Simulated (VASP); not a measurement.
# CaIn2Ge2 (I4/mmm) in VASP: single point with r2SCAN

Aim: the single point of CaIn2Ge2 with r2SCAN.

All numbers are computed with VASP 6.6.1; they aren't measurements. Logs are shortened: lines on timing, memory, paths and dates and some standing lists are left out, and cuts for length are marked.

**1. The cell of the first run**

It takes space group I4/mmm (No. 139, tetragonal). Conventional cell: a = 4.634 Å, b = 4.634 Å, c = 10.700 Å, α = 90.00°, β = 90.00°, γ = 90.00°. Within 4.7 Å of Ca (site symmetry 4/mmm) lie 10 Ge at 3.50 to 4.13 Å and 8 In at 3.54 Å and 4 Ca at 4.63 Å. Within 3.6 Å of In (site symmetry -4m2) lie 4 Ge at 2.74 Å and 4 In at 3.28 Å and 4 Ca at 3.54 Å. Ge (site symmetry 4mm) has 1 Ge at 2.44 Å and 4 In at 2.74 Å within 3.2 Å.

**2. Single point, r2SCAN**

The input, POSCAR:

```
CaIn2Ge2
1.0
    0.0000000000      4.6336020000      0.0000000000
    4.6336020000      0.0000000000      0.0000000000
    2.3168010000      2.3168010000     -5.3500840000
Ca In Ge
1 2 2
Direct
    0.0000000000      0.0000000000      0.0000000000
    0.7500000000      0.2500000000      0.5000000000
    0.2500000000      0.7500000000      0.5000000000
    0.3858630746      0.3858630746      0.2282738508
    0.6141369254      0.6141369254      0.7717261492
```

The input, INCAR.step1:

```
SYSTEM = CaIn2Ge2
ALGO = Normal ; EDIFF = 1E-4
ENCUT = 520 ; GGA = PE
ISMEAR = -1 ; LASPH = .True.
LCHARG = .False. ; LREAL = .False.
LWAVE = .True. ; NBANDS = 40
NELM = 80 ; PREC = Accurate
SIGMA = 0.1
```

The input, INCAR.step2:

```
SYSTEM = CaIn2Ge2
ALGO = Normal ; EDIFF = 1E-6
ENCUT = 520 ; ISIF = 2
ISMEAR = -1 ; ISTART = 1
LASPH = .True. ; LCHARG = .True.
LELF = .True. ; LMIXTAU = .True.
LREAL = .False. ; LVHAR = .True.
LWAVE = .False. ; METAGGA = R2SCAN
NBANDS = 40 ; NELM = 80
PREC = Accurate ; SIGMA = 0.1
```

The input, KPOINTS:

```
k-points
0
Gamma
  7 7 7
  0 0 0
```

Potentials or basis: VASP PAW PBE potentials, release 64 (Ca_sv, In_d, Ge_d).

The run is started by

```console
$ cat potpaw_PBE.64/Ca_sv/POTCAR potpaw_PBE.64/In_d/POTCAR potpaw_PBE.64/Ge_d/POTCAR > POTCAR
$ cp INCAR.step1 INCAR
$ mpirun -np 1 vasp_std > vasp.out
$ cp INCAR.step2 INCAR
$ mpirun -np 1 vasp_std > vasp.out
```

OUTCAR:

```text
SYSTEM = CaIn2Ge2
   EDIFF = 1E-6
   ENCUT = 520
   ISIF = 2
   ISMEAR = -1
   ISTART = 1
   LASPH = .True.
   LREAL = .False.
   METAGGA = R2SCAN
   NELM = 80
   PREC = Accurate

 ion  position               nearest neighbor table
   1  0.000  0.000  0.000-   2 3.54   3 3.54   2 3.54   3 3.54   2 3.54   3 3.54   2 3.54   3 3.54

   2  0.750  0.250  0.500-   4 2.74   5 2.74   4 2.74   5 2.74   3 3.28   3 3.28   3 3.28   3 3.28
                             1 3.54   1 3.54   1 3.54   1 3.54
   3  0.250  0.750  0.500-   4 2.74   5 2.74   4 2.74   5 2.74   2 3.28   2 3.28   2 3.28   2 3.28
                             1 3.54   1 3.54   1 3.54   1 3.54
   4  0.386  0.386  0.228-   5 2.44   3 2.74   2 2.74   3 2.74   2 2.74
   5  0.614  0.614  0.772-   4 2.44   3 2.74   2 2.74   2 2.74   3 2.74

  LATTYP: Found a body centered tetragonal cell.
 ALAT       =     4.6336020000
 C/A-ratio  =     2.3092548734

  Lattice vectors:

 A1 = (  -2.3168010000,   2.3168010000,   5.3500840000)
 A2 = (   2.3168010000,  -2.3168010000,   5.3500840000)
 A3 = (   2.3168010000,   2.3168010000,  -5.3500840000)

Analysis of symmetry for initial positions (statically):
=====================================================================
 Subroutine PRICEL returns:
 Original cell was already a primitive cell.

 Routine SETGRP: Setting up the symmetry group for a
 body centered tetragonal supercell.

 Subroutine GETGRP returns: Found 16 space group operations
 (whereof 16 operations were pure point group operations)
 out of a pool of 16 trial point group operations.

The static configuration has the point symmetry D_4h.

Analysis of symmetry for dynamics (positions and initial velocities):
=====================================================================
 Subroutine PRICEL returns:
 Original cell was already a primitive cell.

 Routine SETGRP: Setting up the symmetry group for a
 body centered tetragonal supercell.

 Subroutine GETGRP returns: Found 16 space group operations
 (whereof 16 operations were pure point group operations)
 out of a pool of 16 trial point group operations.

The dynamic configuration has the point symmetry D_4h.

 Subroutine INISYM returns: Found 16 space group operations
 (whereof 16 operations are pure point group operations),
 and found     1 'primitive' translations

----------------------------------------------------------------------------------------

                                     Primitive cell

  volume of cell :     114.8677

  direct lattice vectors                    reciprocal lattice vectors
     0.000000000  4.633602000  0.000000000     0.000000000  0.215814824  0.093456477
     4.633602000  0.000000000  0.000000000     0.215814824  0.000000000  0.093456477
     2.316801000  2.316801000 -5.350084000     0.000000000  0.000000000 -0.186912953

  length of vectors
     4.633602000  4.633602000  6.273637904     0.235181103  0.235181103  0.186912953

  position of ions in fractional coordinates (direct lattice)
     0.000000000  0.000000000  0.000000000
     0.750000000  0.250000000  0.500000000
     0.250000000  0.750000000  0.500000000
     0.385863075  0.385863075  0.228273851
     0.614136925  0.614136925  0.771726149

  ion indices of the primitive-cell ions
   primitive index   ion index
                 1           1
                 2           2
                 3           3
                 4           4
                 5           5

----------------------------------------------------------------------------------------

 KPOINTS: k-points

Automatic generation of k-mesh.
 Grid dimensions read from file:
 generate k-points for:    7    7    7

 Generating k-lattice:

  Cartesian coordinates                     Fractional coordinates (reciprocal lattice)
     0.000000000  0.030830689  0.013350925     0.142857143  0.000000000 -0.000000000
     0.030830689  0.000000000  0.013350925     0.000000000  0.142857143 -0.000000000
     0.000000000  0.000000000 -0.026701850     0.000000000  0.000000000  0.142857143

  Length of vectors
     0.033597300  0.033597300  0.026701850

  Shift w.r.t. Gamma in fractional coordinates (k-lattice)
     0.000000000  0.000000000  0.000000000

 Subroutine IBZKPT returns following result:
 ===========================================

 Found     40 irreducible k-points:

 Following reciprocal coordinates:
            Coordinates               Weight
  0.000000  0.000000  0.000000      1.000000
  0.142857  0.000000  0.000000      8.000000
  0.285714  0.000000  0.000000      8.000000
  0.428571  0.000000  0.000000      8.000000
  0.142857  0.142857  0.000000      8.000000
  0.285714  0.142857  0.000000     16.000000
[... 16 lines left out ...]
  0.285714  0.285714  0.142857      8.000000
  0.428571  0.285714  0.142857     16.000000
 [... further k-points ...]
   k-points           NKPTS =     40   k-points in BZ     NKDIM =     40   number of bands    NBANDS=     40
   number of dos      NEDOS =    301   number of ions     NIONS =      5
   total plane-waves  NPLWV =  62208
   dimension x,y,z NGX =    36 NGY =   36 NGZ =   48
   dimension x,y,z NGXF=    72 NGYF=   72 NGZF=   96
   ions per type =               1   2   2
   NGX,Y,Z   is equivalent  to a cutoff of  12.92, 12.92, 12.72 a.u.
   NGXF,Y,Z  is equivalent  to a cutoff of  25.83, 25.83, 25.44 a.u.
 SYSTEM =  CaIn2Ge2
   PREC   = accura    normal or accurate (medium, high low for compatibility)
   ISTART =      1    job   : 0-new  1-cont  2-samecut
   ICHARG =      0    charge: 1-file 2-atom 10-const
   ISPIN  =      1    spin polarized calculation?
   LNONCOLLINEAR =      F non collinear calculations
   LSORBIT =      F    spin-orbit coupling
   LASPH  =      T    aspherical Exc in radial PAW
   ENCUT  =  520.0 eV  38.22 Ry    6.18 a.u.   8.62  8.62 11.66*2*pi/ulx,y,z
   NELM   =     80;   NELMIN=  2; NELMDL=  0     # of ELM steps
   EDIFF  = 0.1E-05   stopping-criterion for ELM
   LREAL  =      F    real-space projection
   EDIFFG = 0.1E-04   stopping-criterion for IOM
   NSW    =      0    number of steps for IOM
   IBRION =     -1    ionic relax: 0-MD 1-quasi-New 2-CG
   NFREE  =      0    steps in history (QN), initial steepest desc. (CG)
   ISIF   =      2    stress and relaxation
   ISYM   =      2    0-nonsym 1-usesym 2-fastsym
   POTIM  = 0.5000    time-step for ionic-motion
   TEBEG  =    0.0;   TEEND  =   0.0 temperature during run
   PSTRESS=    0.0 pullay stress
   NELECT =      64.0000    total number of electrons
   NUPDOWN=      -1.0000    fix difference up-down
   EMIN   =  10.00;   EMAX   =-10.00  energy-range for DOS
   EFERMI =   0.00;   METHOD = LEGACY
   ISMEAR =    -1;   SIGMA  =   0.10  broadening in eV -4-tet -1-fermi 0-gaus
   EFERMI_NEDOS =   21; number of points for ismear=-14 and -15
   IALGO  =     38    algorithm
   IMIX   =      4    mixing-type and parameters
     AMIX     =   0.40;   BMIX     =  1.00
     AMIX_MAG =   1.60;   BMIX_MAG =  1.00
  volume/ion in A,a.u.               =      22.97       155.03
  Fermi-wavevector in a.u.,A,eV,Ry     =   1.347107  2.545663 24.690460  1.814698
  Thomas-Fermi vector in A             =   2.474885
   LORBIT       =      0    0 simple, 1 ext, 2 COOP (PROOUT), +10 PAW based schemes
   METAGGA = R2SCAN    functional components
   LHFCALC =     F    Hartree Fock is set to
   AEXX    =    0.0000 exact exchange contribution
   IVDW    =     0    specifies the selected vdW correction
   LEPSILON=     F    determine dielectric tensor
   LRPA    =     F    only Hartree local field effects (RPA)
 non-spin polarized calculation
  energy-cutoff  :      520.00
  volume of cell :      114.87
 maximum number of plane-waves:      3128
   NGX = 17   NGY = 17   NGZ = 23

 number of electron      63.9999995 magnetization

 Free energy of the ion-electron system (eV)
  ---------------------------------------------------
  ext. energy  EPLUGINS =         0.00000000
  ---------------------------------------------------
  free energy    TOTEN  =       -80.43176625 eV

  energy without entropy =      -80.35353933  energy(sigma->0) =      -80.39265279

 E-fermi :   7.1585     XC(G=0): -11.1321

 val. band max:        7.1573828194   @ k =  -0.1429  -0.2857   0.1429
 cond. band min:       7.1658413940   @ k =  -0.1429  -0.4286   0.1429
 fundamental gap:      0.0084585747
 Fermi energy:         7.1584707117

 k-point     1 :       0.0000    0.0000    0.0000
  band No.  band energies     occupation
      1     -37.0099      2.00000
      2     -18.5943      2.00000
      3     -18.5014      2.00000
      4     -18.5013      2.00000
      5     -18.4312      2.00000
      6     -18.4203      2.00000
[... 32 lines left out ...]
     39      10.6840      0.00000
     40      11.9530      0.00000

 k-point     2 :       0.1429    0.0000    0.0000
  band No.  band energies     occupation
      1     -37.0099      2.00000
      2     -18.5943      2.00000
      3     -18.5016      2.00000
      4     -18.5014      2.00000
      5     -18.4311      2.00000
      6     -18.4204      2.00000
[... 32 lines left out ...]
     39      10.6338      0.00000
     40      11.0557      0.00000

 k-point     3 :       0.2857    0.0000    0.0000
  band No.  band energies     occupation
      1     -37.0097      2.00000
      2     -18.5943      2.00000
      3     -18.5023      2.00000
      4     -18.5016      2.00000
      5     -18.4309      2.00000
      6     -18.4208      2.00000
[... 32 lines left out ...]
     39      10.3180      0.00000
     40      11.0453      0.00000

 k-point     4 :       0.4286    0.0000    0.0000
  band No.  band energies     occupation
      1     -37.0095      2.00000
      2     -18.5943      2.00000
      3     -18.5028      2.00000
      4     -18.5018      2.00000
      5     -18.4308      2.00000
      6     -18.4210      2.00000
[... 32 lines left out ...]
     39      10.9129      0.00000
     40      11.2848      0.00000
[... 772 lines left out ...]
     39      10.3278      0.00000
     40      10.9696      0.00000

 k-point    23 :       0.2857    0.2857    0.1429
  band No.  band energies     occupation
      1     -37.0094      2.00000
      2     -18.5941      2.00000
      3     -18.5028      2.00000
      4     -18.5024      2.00000
      5     -18.4304      2.00000
      6     -18.4205      2.00000
[... 32 lines left out ...]
     39      10.7874      0.00000
     40      11.3073      0.00000

 k-point    24 :       0.4286    0.2857    0.1429
  band No.  band energies     occupation
      1     -37.0093      2.00000
      2     -18.5940      2.00000
      3     -18.5032      2.00000
      4     -18.5028      2.00000
      5     -18.4301      2.00000
      6     -18.4202      2.00000
[... 32 lines left out ...]
     39      10.8132      0.00000
     40      11.5404      0.00000

 [... further k-points ...]

------------------------ aborting loop because EDIFF is reached ----------------------------------------

  FORCE on cell =-STRESS in cart. coord.  units (eV):
  Direction    XX          YY          ZZ          XY          YZ          ZX
  --------------------------------------------------------------------------------------
  -------------------------------------------------------------------------------------
  Total        4.4220737      4.4220737      4.5943457      0.0000000      0.0000000      0.0000000
  in kB       61.6791673     61.6791673     64.0820201      0.0000000      0.0000000      0.0000000
  external PRESSURE =      62.4801182 kB  Pullay stress =       0.0000000 kB

 VOLUME and BASIS-vectors are now :
 -----------------------------------------------------------------------------
  energy-cutoff  :      520.00
  volume of cell :      114.87
      direct lattice vectors                 reciprocal lattice vectors
     0.000000000  4.633602000  0.000000000     0.000000000  0.215814824  0.093456477
     4.633602000  0.000000000  0.000000000     0.215814824  0.000000000  0.093456477
     2.316801000  2.316801000 -5.350084000     0.000000000  0.000000000 -0.186912953

 POSITION                                       TOTAL-FORCE (eV/Angst)
 -----------------------------------------------------------------------------------
      0.00000      0.00000      0.00000         0.000000      0.000000      0.000000
      2.31680      4.63360     -2.67504        -0.000000     -0.000000      0.000000
      4.63360      2.31680     -2.67504         0.000000      0.000000      0.000000
      2.31680      2.31680     -1.22128        -0.000000     -0.000000     -0.003298
      4.63360      4.63360     -4.12880         0.000000      0.000000      0.003298
 -----------------------------------------------------------------------------------
    total drift:                                0.000000      0.000000     -0.000000

  FREE ENERGIE OF THE ION-ELECTRON SYSTEM (eV)
  ---------------------------------------------------
  free  energy   TOTEN  =       -80.4317662489 eV

  energy  without entropy=      -80.3535393317  energy(sigma->0) =      -80.39265279
```

It took 9.7 min on 1 thread of Intel Xeon Platinum 8259CL at 2.50GHz (Skylake/Cascade Lake), shared host; peak memory 0.37 GiB.

Results:

* Free energy: -80.4318 eV
* Pressure: 6.2 GPa
* Largest force: 0.003 eV/Å
* Band gap on the k mesh: zero (bands 32 and 33 overlap by 1.06 eV)

Forces on the atoms (eV/Å):
```
Ca   0.000  0.000  0.000
In   0.000  0.000  0.000
In   0.000  0.000  0.000
Ge   0.000  0.000 -0.003
Ge   0.000  0.000  0.003
```

Stress tensor (GPa, compression positive):
```
6.17 0.00 0.00
0.00 6.17 0.00
0.00 0.00 6.41
```

Levels at points of the mesh, in eV from the Fermi level:
```tsv
k point	band 30	band 31	band 32	band 33	band 34	band 35
(0.00, 0.00, 0.00)	-2.45	-1.75	-1.75	-0.48	-0.16	0.49
```

Caveat: the cell stands under pressure; the PAW data sets were made with another functional, which shifts forces and pressure a little; spin-orbit coupling is left out, which moves the levels of the heavy elements.
